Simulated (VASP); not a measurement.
Crystal: TaN.

```
Ta N
1.0
     0.00000    2.49114    2.49114
     2.49114    0.00000    2.49114
     2.49114    2.49114    0.00000
Ta N
1 1
Direct
  0.00000 0.00000 0.00000
  0.25000 0.25000 0.25000
```

Base run:

```yaml
Program: VASP 6.6.1
Functional: PBE
Potentials_or_basis: VASP PAW PBE potentials, release 64 (Ta_pv, N)
Cutoff: 520 eV
k_mesh: 9 × 9 × 9
Occupations: fermi-dirac, width 0.05 eV
Spin: no spin polarisation
```

Its results: band gap on the k mesh zero (band 8 reaches 5.96 eV, above the bottom of band 9 at 5.47 eV); pressure -25.3 GPa.

Task: The run is repeated on the same cell with these changes: functional from PBE to PBEsol; further incar settings from ALGO = Normal; EDIFF = 1e-07; NBANDS = 15 to ALGO = Normal; EDIFF = 1e-06; NBANDS = 15. What comes out?

Result: Band gap on the k mesh zero (band 8 reaches 5.81 eV, above the bottom of band 9 at 5.28 eV); pressure -30.6 GPa.

Caveats: spin-orbit coupling is left out, which moves the levels of the heavy elements; the PAW data sets were made with another functional, which shifts forces and pressure a little (some runs).
